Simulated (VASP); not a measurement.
# Sn8O16F (a cell with a defect) in VASP: notebook

Aim: see how the results for Sn8O16F (a cell with a defect) move with the level of theory and the settings. Levels: PBE, HSE06. Tasks: single point.

Program: VASP 6.6.1. These are calculated values, not measurements. Logs are shortened: lines on timing, memory, paths and dates and some standing lists are left out, and cuts for length are marked.

**1. The cell of the first run**

The cell holds a defect, 25 atoms: a = 6.827 Å, b = 6.827 Å, c = 6.476 Å, α = 90.00°, β = 90.00°, γ = 90.00°.

**2. Single point, PBE**

The input, INCAR:

```
SYSTEM = Sn8O16F
ALGO     = Normal         ! electronic algorithm
EDIFF    = 1E-6           ! SCF threshold, eV
ENCUT    = 520            ! plane-wave cutoff, eV
GGA      = PE             ! functional
ISIF     = 2              ! what is computed and relaxed
ISMEAR   = -1             ! smearing method
LASPH    = .True.         ! aspherical terms in the spheres
LCHARG   = .False.        ! write CHGCAR
LREAL    = Auto         
LWAVE    = .False.        ! write WAVECAR
NBANDS   = 126            ! bands
NELECT   = 216.0        
NELM     = 80             ! most SCF steps
PREC     = Accurate       ! precision mode
SIGMA    = 0.01           ! smearing width, eV
```

The input, KPOINTS:

```
Automatic mesh
0
Gamma
  2 2 2
  0.5 0.5 0.5
```

The input, POSCAR:

```
Sn8O16F
1.0
    4.8274600300      4.8274600300      0.0000000000
   -4.8274600300      4.8274600300      0.0000000000
    0.0000000000      0.0000000000      6.4759066800
Sn O F
8 16 1
Direct
    0.0085254800      0.5061984900      0.2509633900
    0.4992400300     -0.0135528600      0.2529187300
    0.0074584800     -0.0020031000     -0.0021695400
    0.4973870800      0.4847274200     -0.0119642600
    0.0033364900      0.4980997500      0.7541983900
    0.4956836900      0.0062166500      0.7582060900
   -0.0061331800      0.0029735100      0.4992245000
    0.5137204600      0.4948232200      0.4949527800
   -0.0067183900      0.8127962300      0.2549143800
    0.5033515700      0.2965407100      0.2459086700
    0.0086942400      0.1964754500      0.2454953900
    0.5117122100      0.6797074000      0.2481520900
    0.3086938100     -0.0693956700      0.0133961000
    0.8105393100      0.5016619200      0.0047595100
    0.1907298700      0.5525733400      0.0061594800
    0.6943262500     -0.0045655700      0.0040124300
   -0.0025289800      0.8077321800      0.7458532700
    0.5840586300      0.3064230000      0.7275192000
   -0.0298385200      0.1909825500      0.7463175400
    0.5043105200      0.6886319500      0.7448008600
    0.3037735400      0.0029916800      0.5055449500
    0.8216170400      0.5131361700      0.4950798000
    0.2033548000      0.4916565100      0.5051998800
    0.6888078200     -0.0145040500      0.4994109200
    0.2916062100      0.2474731800     -0.1120563300
```

Potentials or basis: VASP PAW PBE potentials, release 64 (Sn_d, O, F).

Run with:

```
> cat potpaw_PBE.64/Sn_d/POTCAR potpaw_PBE.64/O/POTCAR potpaw_PBE.64/F/POTCAR > POTCAR
> mpirun -np 1 vasp_std > vasp.out
```

OUTCAR:

```text
SYSTEM = Sn8O16F
   EDIFF = 1E-6
   ENCUT = 520
   GGA = PE
   ISIF = 2
   ISMEAR = -1
   LASPH = .True.
   LREAL = Auto
   NELECT = 216.0
   NELM = 80
   PREC = Accurate

 ion  position               nearest neighbor table
   1  0.009  0.506  0.251-  22 2.03  15 2.04  14 2.09   9 2.10  11 2.11  23 2.12   5 3.22   5 3.26
                             8 3.73   3 3.74   4 3.75   7 3.75
   2  0.499  0.986  0.253-  24 2.05  13 2.06  16 2.09  12 2.10  21 2.11  10 2.12   6 3.21   6 3.28
                             8 3.71   7 3.74   3 3.74
   3  0.007  0.998  0.998-  17 2.09   9 2.09  11 2.10  13 2.11  19 2.11  16 2.14  25 2.68   7 3.23
                             7 3.25   6 3.68   1 3.74   2 3.74
   4  0.497  0.485  0.988-  20 2.10  10 2.11  14 2.14  15 2.15  12 2.15  18 2.16  25 2.24   8 3.20
                             8 3.29   6 3.59   5 3.70   1 3.75
   5  0.003  0.498  0.754-  22 2.09  14 2.09  15 2.11  19 2.11  23 2.11  17 2.11  25 2.75   1 3.22
                             1 3.26   4 3.70   8 3.74
   6  0.496  0.006  0.758-  16 2.09  21 2.10  24 2.14  18 2.15  13 2.15  20 2.17  25 2.32   2 3.21
                             2 3.28   4 3.59   3 3.68   8 3.75
   7  0.994  0.003  0.499-   9 2.05  19 2.06  17 2.08  24 2.09  11 2.11  21 2.12   3 3.23   3 3.25
                             2 3.74   1 3.75
   8  0.514  0.495  0.495-  12 2.04  18 2.04  20 2.09  22 2.11  10 2.11  23 2.12   4 3.20   4 3.29
                             2 3.71   1 3.73   5 3.74   6 3.75
   9  0.993  0.813  0.255-   7 2.05   3 2.09   1 2.10
  10  0.503  0.297  0.246-   8 2.11   4 2.11   2 2.12
  11  0.009  0.196  0.245-   3 2.10   7 2.11   1 2.11
  12  0.512  0.680  0.248-   8 2.04   2 2.10   4 2.15
  13  0.309  0.931  0.013-   2 2.06   3 2.11   6 2.15
  14  0.811  0.502  0.005-   5 2.09   1 2.09   4 2.14
[... 8 lines left out ...]
  23  0.203  0.492  0.505-   5 2.11   1 2.12   8 2.12
  24  0.689  0.985  0.499-   2 2.05   7 2.09   6 2.14
  25  0.292  0.247  0.888-   4 2.24   6 2.32   3 2.68   5 2.75

  LATTYP: Found a simple tetragonal cell.
 ALAT       =     6.8270594462
 C/A-ratio  =     0.9485645659

  Lattice vectors:

 A1 = (   4.8274600300,   4.8274600300,   0.0000000000)
 A2 = (  -4.8274600300,   4.8274600300,   0.0000000000)
 A3 = (   0.0000000000,   0.0000000000,   6.4759066800)

Analysis of symmetry for initial positions (statically):
=====================================================================
 Subroutine PRICEL returns:
 Original cell was already a primitive cell.

 Routine SETGRP: Setting up the symmetry group for a
 simple tetragonal supercell.

 Subroutine GETGRP returns: Found  1 space group operations
 (whereof  1 operations were pure point group operations)
 out of a pool of 16 trial point group operations.

The static configuration has the point symmetry C_1 .

Analysis of symmetry for dynamics (positions and initial velocities):
=====================================================================
 Subroutine PRICEL returns:
 Original cell was already a primitive cell.

 Routine SETGRP: Setting up the symmetry group for a
 simple tetragonal supercell.

 Subroutine GETGRP returns: Found  1 space group operations
 (whereof  1 operations were pure point group operations)
 out of a pool of 16 trial point group operations.

The dynamic configuration has the point symmetry C_1 .

 Subroutine INISYM returns: Found  1 space group operations
 (whereof  1 operations are pure point group operations),
 and found     1 'primitive' translations

----------------------------------------------------------------------------------------

                                     Primitive cell

  volume of cell :     301.8339

  direct lattice vectors                    reciprocal lattice vectors
     4.827460030  4.827460030  0.000000000     0.103574136  0.103574136  0.000000000
    -4.827460030  4.827460030  0.000000000    -0.103574136  0.103574136  0.000000000
     0.000000000  0.000000000  6.475906680     0.000000000  0.000000000  0.154418532

  length of vectors
     6.827059446  6.827059446  6.475906680     0.146475947  0.146475947  0.154418532

  position of ions in fractional coordinates (direct lattice)
     0.008525480  0.506198490  0.250963390
     0.499240030  0.986447140  0.252918730
     0.007458480  0.997996900  0.997830460
     0.497387080  0.484727420  0.988035740
     0.003336490  0.498099750  0.754198390
     0.495683690  0.006216650  0.758206090
[... 17 lines left out ...]
     0.688807820  0.985495950  0.499410920
     0.291606210  0.247473180  0.887943670

  ion indices of the primitive-cell ions
   primitive index   ion index
                 1           1
                 2           2
                 3           3
                 4           4
                 5           5
                 6           6
[... 17 lines left out ...]
                24          24
                25          25

----------------------------------------------------------------------------------------

 KPOINTS: Automatic mesh

Automatic generation of k-mesh.
 Grid dimensions read from file:
 generate k-points for:    2    2    2

 Generating k-lattice:

  Cartesian coordinates                     Fractional coordinates (reciprocal lattice)
     0.051787068  0.051787068  0.000000000     0.500000000  0.000000000  0.000000000
    -0.051787068  0.051787068  0.000000000     0.000000000  0.500000000  0.000000000
     0.000000000  0.000000000  0.077209266     0.000000000  0.000000000  0.500000000

  Length of vectors
     0.073237974  0.073237974  0.077209266

  Shift w.r.t. Gamma in fractional coordinates (k-lattice)
     0.500000000  0.500000000  0.500000000

 Subroutine IBZKPT returns following result:
 ===========================================

 Found      4 irreducible k-points:

 Following reciprocal coordinates:
            Coordinates               Weight
  0.250000  0.250000  0.250000      2.000000
 -0.250000  0.250000  0.250000      2.000000
 -0.250000 -0.250000  0.250000      2.000000
  0.250000 -0.250000  0.250000      2.000000
   k-points           NKPTS =      4   k-points in BZ     NKDIM =      4   number of bands    NBANDS=    126
   number of dos      NEDOS =    301   number of ions     NIONS =     25
   total plane-waves  NPLWV = 139968
   dimension x,y,z NGX =    54 NGY =   54 NGZ =   48
   dimension x,y,z NGXF=   108 NGYF=  108 NGZF=   96
   ions per type =               8  16   1
   NGX,Y,Z   is equivalent  to a cutoff of  13.15, 13.15, 12.32 a.u.
   NGXF,Y,Z  is equivalent  to a cutoff of  26.30, 26.30, 24.64 a.u.
 SYSTEM =  Sn8O16F
   PREC   = accura    normal or accurate (medium, high low for compatibility)
   ISTART =      0    job   : 0-new  1-cont  2-samecut
   ICHARG =      2    charge: 1-file 2-atom 10-const
   ISPIN  =      1    spin polarized calculation?
   LNONCOLLINEAR =      F non collinear calculations
   LSORBIT =      F    spin-orbit coupling
   LASPH  =      T    aspherical Exc in radial PAW
   ENCUT  =  520.0 eV  38.22 Ry    6.18 a.u.  12.69 12.69 12.04*2*pi/ulx,y,z
   NELM   =     80;   NELMIN=  2; NELMDL= -5     # of ELM steps
   EDIFF  = 0.1E-05   stopping-criterion for ELM
   LREAL  =      T    real-space projection
   EDIFFG = 0.1E-04   stopping-criterion for IOM
   NSW    =      0    number of steps for IOM
   IBRION =     -1    ionic relax: 0-MD 1-quasi-New 2-CG
   NFREE  =      0    steps in history (QN), initial steepest desc. (CG)
   ISIF   =      2    stress and relaxation
   ISYM   =      2    0-nonsym 1-usesym 2-fastsym
   POTIM  = 0.5000    time-step for ionic-motion
   TEBEG  =    0.0;   TEEND  =   0.0 temperature during run
   PSTRESS=    0.0 pullay stress
   NELECT =     216.0000    total number of electrons
   NUPDOWN=      -1.0000    fix difference up-down
   EMIN   =  10.00;   EMAX   =-10.00  energy-range for DOS
   EFERMI =   0.00;   METHOD = LEGACY
   ISMEAR =    -1;   SIGMA  =   0.01  broadening in eV -4-tet -1-fermi 0-gaus
   EFERMI_NEDOS =   21; number of points for ismear=-14 and -15
   IALGO  =     38    algorithm
   IMIX   =      4    mixing-type and parameters
     AMIX     =   0.40;   BMIX     =  1.00
     AMIX_MAG =   1.60;   BMIX_MAG =  1.00
  volume/ion in A,a.u.               =      12.07        81.48
  Fermi-wavevector in a.u.,A,eV,Ry     =   1.464323  2.767168 29.174165  2.144241
  Thomas-Fermi vector in A             =   2.580312
   LORBIT       =      0    0 simple, 1 ext, 2 COOP (PROOUT), +10 PAW based schemes
   GGA     = PE    functional components
   LHFCALC =     F    Hartree Fock is set to
   AEXX    =    0.0000 exact exchange contribution
   IVDW    =     0    specifies the selected vdW correction
   LEPSILON=     F    determine dielectric tensor
   LRPA    =     F    only Hartree local field effects (RPA)
 non-spin polarized calculation
  energy-cutoff  :      520.00
  volume of cell :      301.83
 maximum number of plane-waves:      8114
 NGX is ok and might be reduce to    50
   NGX = 25   NGY = 25   NGZ = 25

 number of electron     216.0000003 magnetization

 Free energy of the ion-electron system (eV)
  ---------------------------------------------------
  ext. energy  EPLUGINS =         0.00000000
  ---------------------------------------------------
  free energy    TOTEN  =      -143.58156181 eV

  energy without entropy =     -143.58156181  energy(sigma->0) =     -143.58156181

 E-fermi :   6.1613     XC(G=0): -11.2119

 val. band max:        5.9008426656   @ k =   0.2500   0.2500   0.2500
 cond. band min:       8.3335938955   @ k =  -0.2500   0.2500   0.2500
 fundamental gap:      2.4327512299
 Fermi energy:         6.1612713644

 k-point     1 :       0.2500    0.2500    0.2500
  band No.  band energies     occupation
      1     -15.9895      2.00000
      2     -15.2454      2.00000
      3     -15.2017      2.00000
      4     -15.1563      2.00000
      5     -15.1434      2.00000
      6     -15.0495      2.00000
[... 112 lines left out ...]
    119      13.1743      0.00000
    120      13.3795      0.00000

 k-point     2 :      -0.2500    0.2500    0.2500
  band No.  band energies     occupation
      1     -15.9895      2.00000
      2     -15.2467      2.00000
      3     -15.2055      2.00000
      4     -15.1591      2.00000
      5     -15.1354      2.00000
      6     -15.0485      2.00000
[... 112 lines left out ...]
    119      13.2175      0.00000
    120      13.3388      0.00000

 k-point     3 :      -0.2500   -0.2500    0.2500
  band No.  band energies     occupation
      1     -15.9894      2.00000
      2     -15.2413      2.00000
      3     -15.2112      2.00000
      4     -15.1558      2.00000
      5     -15.1363      2.00000
      6     -15.0606      2.00000
[... 112 lines left out ...]
    119      13.1734      0.00000
    120      13.3512      0.00000

 k-point     4 :       0.2500   -0.2500    0.2500
  band No.  band energies     occupation
      1     -15.9894      2.00000
      2     -15.2394      2.00000
      3     -15.2067      2.00000
      4     -15.1570      2.00000
      5     -15.1432      2.00000
      6     -15.0575      2.00000
[... 112 lines left out ...]
    119      13.1990      0.00000
    120      13.3339      0.00000
 [bands above 120 left out]

------------------------ aborting loop because EDIFF is reached ----------------------------------------

  FORCE on cell =-STRESS in cart. coord.  units (eV):
  Direction    XX          YY          ZZ          XY          YZ          ZX
  --------------------------------------------------------------------------------------
  -------------------------------------------------------------------------------------
  Total       17.7073389     17.6755782     16.4267119     -0.1274784     -1.8971094     -0.1114280
  in kB       93.9930906     93.8245007     87.1953393     -0.6766735    -10.0701286     -0.5914758
  external PRESSURE =      91.6709769 kB  Pullay stress =       0.0000000 kB

 VOLUME and BASIS-vectors are now :
 -----------------------------------------------------------------------------
  energy-cutoff  :      520.00
  volume of cell :      301.83
      direct lattice vectors                 reciprocal lattice vectors
     4.827460030  4.827460030  0.000000000     0.103574136  0.103574136  0.000000000
    -4.827460030  4.827460030  0.000000000    -0.103574136  0.103574136  0.000000000
     0.000000000  0.000000000  6.475906680     0.000000000  0.000000000  0.154418532

 POSITION                                       TOTAL-FORCE (eV/Angst)
 -----------------------------------------------------------------------------------
     -2.40250      2.48481      1.62522         0.000924     -0.004801     -0.006345
     -2.35197      7.17210      1.63788        -0.000347     -0.003335      0.023863
     -4.78178      4.85380      6.46186         0.002450     -0.003650     -0.020573
      0.06111      4.74112      6.39843        -0.003002      0.044629      0.026421
     -2.38845      2.42066      4.88412        -0.000576     -0.001690      0.009527
      2.36288      2.42290      4.91007         0.009817      0.001323     -0.012224
[... 17 lines left out ...]
     -1.43225      8.08263      3.23414         0.009878     -0.006783      0.006611
      0.21305      2.60238      5.75024        -0.007310     -0.031124     -0.010955
 -----------------------------------------------------------------------------------
    total drift:                               -0.002686     -0.004547      0.003328

  FREE ENERGIE OF THE ION-ELECTRON SYSTEM (eV)
  ---------------------------------------------------
  free  energy   TOTEN  =      -143.5815618148 eV

  energy  without entropy=     -143.5815618148  energy(sigma->0) =     -143.58156181
```

It took 3.1 min on 1 thread of Intel Xeon 6975P-C (Granite Rapids), shared host; peak memory 0.39 GiB.

Results:

| Property | Result |
| --- | --- |
| Free energy | -143.5816 eV |
| Largest force | 0.063 eV/Å |

Forces on the atoms (eV/Å):
```
Sn   0.001 -0.005 -0.006
Sn   0.000 -0.003  0.024
Sn   0.002 -0.004 -0.021
Sn  -0.003  0.045  0.026
Sn  -0.001 -0.002  0.010
Sn   0.010  0.001 -0.012
Sn   0.000  0.005  0.009
Sn  -0.024  0.008 -0.001
O    0.002 -0.026 -0.019
O    0.009 -0.039 -0.007
O   -0.026  0.022  0.016
O    0.012  0.002 -0.008
O   -0.014  0.003 -0.037
O   -0.031 -0.023  0.010
O    0.026  0.023  0.029
O    0.016  0.061 -0.003
O   -0.001 -0.009 -0.007
O    0.024 -0.006  0.006
O   -0.017  0.013  0.004
O   -0.011  0.027  0.000
O    0.004 -0.017  0.000
O   -0.001 -0.044 -0.009
O    0.021  0.006  0.000
O    0.010 -0.007  0.007
F   -0.007 -0.031 -0.011
```

Levels at points of the mesh, in eV from the Fermi level:
```tsv
k point	band 104	band 105	band 106	band 107	band 108	band 109	band 110	band 111	band 112	band 113
(0.25, 0.25, 0.25)	-1.01	-0.92	-0.68	-0.48	-0.26	2.19	3.71	3.85	4.24	4.44
```

Caveat: the cell carries a net charge on a neutralising background, which shifts energy and pressure; the cell is charged against a uniform background, so pressure and absolute levels hang on convention; spin-orbit coupling is left out, which moves the levels of the heavy elements.

(Part 1 of 3 ends here.)
